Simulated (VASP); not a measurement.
## Ni: single point with PBE

Crystal: Ni.

```
Ni
1.0
     2.44802    0.00000    0.00000
    -1.22401    2.12005    0.00000
     0.00000    0.00000    4.07281
Ni
2
Direct
  0.66667 0.33333 0.75000
  0.33333 0.66667 0.25000
```

```
Program                : VASP 6.6.1
Task                   : single point
Functional             : PBE
Potentials or basis    : VASP PAW PBE potentials, release 64 (Ni_sv_GW)
Cutoff                 : 590 eV
k mesh                 : 10 × 10 × 6
Occupations            : fermi-dirac, width 0.05 eV
Spin                   : collinear spin, ferromagnetic start
Starting moments       : [1.0, 1.0] μB
Fixed moment           : 2 μB
Dipole correction      : no
Second run             : valence_matched
Further INCAR settings : ALGO = Normal; EDIFF = 1e-06; NBANDS = 29
```

```
Pressure                                              : 6.3 GPa
Net moment                                            : 2.00 μB per cell
Site moments                                          : Ni +1.01 μB
Valence electrons inside the program's atomic spheres : Ni 16.38
```

Stress tensor (GPa, compression positive):
```
8.28 0.00 0.00
0.00 8.28 0.00
0.00 0.00 2.34
```

Wall time 3.3 min on 1 thread of AMD EPYC 7R43 64-Core Processor (Zen 3) (shared host), peak memory 0.16 GiB.

Caveat: the total moment is fixed, so each spin has its own Fermi level.
